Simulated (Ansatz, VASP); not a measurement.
**KBr in VASP and in Ansatz**

File INCAR:

```
PREC = Accurate
ENCUT = 520
EDIFF = 1E-7
ISMEAR = -1
SIGMA = 0.02
LREAL = False
LASPH = True
NELM = 60
ALGO = Normal
ISIF = 2
LWAVE = False
LCHARG = True
GGA = PE
LELF = True
LVHAR = True
NBANDS = 24
```

Contents of KPOINTS:

```
regular mesh
0
Gamma
  6 6 4
```

Contents of POSCAR:

```
KBr
1.0
    5.6185814494      0.0000000000      0.0000000000
   -2.8092907247      4.8658342684      0.0000000000
    0.0000000000      0.0000000000      6.3919504017
K Br
2 2
Direct
    0.3333333333      0.6666666667     -0.0625000000
    0.6666666667      0.3333333333      0.4375000000
    0.3333333333      0.6666666667      0.4375000000
    0.6666666667      0.3333333333      0.9375000000
```

Input for Ansatz:

```yaml
crystal:
  lattice:
    - [5.6185814494, 0.0, 0.0]
    - [-2.8092907247, 4.8658342684, 0.0]
    - [0.0, 0.0, 6.3919504017]
  atoms:
    - { symbol: K, position: [0.3333333333, 0.6666666667, -0.0625] }
    - { symbol: K, position: [0.6666666667, 0.3333333333, 0.4375] }
    - { symbol: Br, position: [0.3333333333, 0.6666666667, 0.4375] }
    - { symbol: Br, position: [0.6666666667, 0.3333333333, 0.9375] }
kpoints:
  mp_grid: { grid: [6, 6, 4] }
  band_path:
    path:
      - [0.0, 0.0, 0.0]
      - [0.5, 0.0, 0.0]
      - [0.3333333333, 0.3333333333, 0.0]
      - [0.0, 0.0, 0.5]
      - [0.5, 0.0, 0.5]
      - [0.3333333333, 0.3333333333, 0.5]
    npoints: 1
hamiltonian:
  xc: pbe
scf:
  occupations: { method: fermi_dirac, width: 0.02 }
  n_extra_bands: 5
output:
  forces: true
  stress: true
  eigenvalues: true
```

Change from the starting cell: uniaxial_z strain -2.5%.

Alike in both runs: task single point; functional PBE; k mesh 6 × 6 × 4; occupations fermi-dirac, width 0.02 eV; no spin polarisation.

|  | VASP | Ansatz |
| --- | --- | --- |
| version | VASP 6.6.1 | Ansatz 0.2.0 |
| potentials or method | VASP PAW PBE potentials, release 64 (K_sv, Br) | plane waves, PAW |
| plane-wave cutoff (eV) | 520 | 420 |
| valence electrons in the cell | 32 | 32 |

Ansatz gave:

```
gap on the k mesh at the Fermi level (eV)                     : 4.22
pressure (GPa)                                                : 0.8
traceless stress, the component that is largest in VASP (GPa) : 0.67
```

Q: What did VASP give for the same quantities?

A: gap on the k mesh at the Fermi level (eV): 4.22; pressure (GPa): 0.8; traceless stress, the component that is largest in VASP (GPa): 0.68.
